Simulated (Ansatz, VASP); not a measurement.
# One calculation of RbBr, two programs

```
CELL_PARAMETERS angstrom
0.05191 3.46083 3.46083
3.46083 0.05191 3.46083
3.51274 3.51274 0.00000
ATOMIC_POSITIONS crystal
Rb 0.00000 0.00000 0.00000
Br 0.50000 0.50000 0.50000
```

Change from the starting cell: shear_xy strain +3.0%.

Alike in both runs: task single point; functional r2SCAN; k mesh 6 × 6 × 6; no spin polarisation.

|  | VASP | Ansatz |
| --- | --- | --- |
| version | VASP 6.6.1 | Ansatz 0.2.0 |
| potentials or method | VASP PAW PBE potentials, release 64 (Rb_sv, Br) | plane waves, PAW |
| plane-wave cutoff (eV) | 520 | 500 |
| occupations | gaussian, width 0.01 eV | fixed |
| valence electrons in the cell | 16 | 16 |

```csv
,VASP,Ansatz,Ansatz less VASP
gap on the k mesh at the Fermi level (eV),4.87,4.87,0.000
pressure (GPa),0.0,0.0,-0.02
"traceless stress, the component that is largest in VASP (GPa)",-0.12,-0.12,0.000
```

VASP's potentials were made for PBE, not for r2SCAN.
